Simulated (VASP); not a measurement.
A run of VASP 6.6.1 is set up as follows.

The input INCAR:

```
SYSTEM = Sc
  ALGO = Normal
  EDIFF = 1E-6
  EDIFFG = -0.02
  ENCUT = 520
  GGA = PS
  IBRION = 2
  ISIF = 2
  ISMEAR = -1
  LASPH = .TRUE.
  LCHARG = .FALSE.
  LREAL = .FALSE.
  LWAVE = .FALSE.
  NELM = 60
  NSW = 80
  PREC = Accurate
  SIGMA = 0.1
```

The input KPOINTS:

```
k-points
0
G
  7 7 4
  0 0 0
```

Contents of POSCAR:

```
Sc
1.0
    3.3090000000      0.0000000000      0.0000000000
   -1.6545000000      2.8656780600      0.0000000000
    0.0000000000      0.0000000000      5.2733000000
Sc
2
Direct
    0.3360028948      0.6712087278      0.2462533372
    0.6524859722      0.3111460424      0.7253771013
```

Potentials or basis: VASP PAW PBE potentials, release 64 (Sc_sv).

Launch:

```console
$ cat potpaw_PBE.64/Sc_sv/POTCAR > POTCAR
$ mpirun -np 1 vasp_std > vasp.out
```

Q: What does it give for the energy gained by relaxing?

A: 12.0 meV/atom.

Q: Estimate the band gap on the k mesh.

A: Zero (bands 11 and 12 overlap by 1.30 eV).

Forces on the atoms (eV/Å):
```
Sc  -0.002 -0.007  0.006
Sc   0.002  0.007 -0.006
```

Caveat: the PAW data sets were made with another functional, which shifts forces and pressure a little.
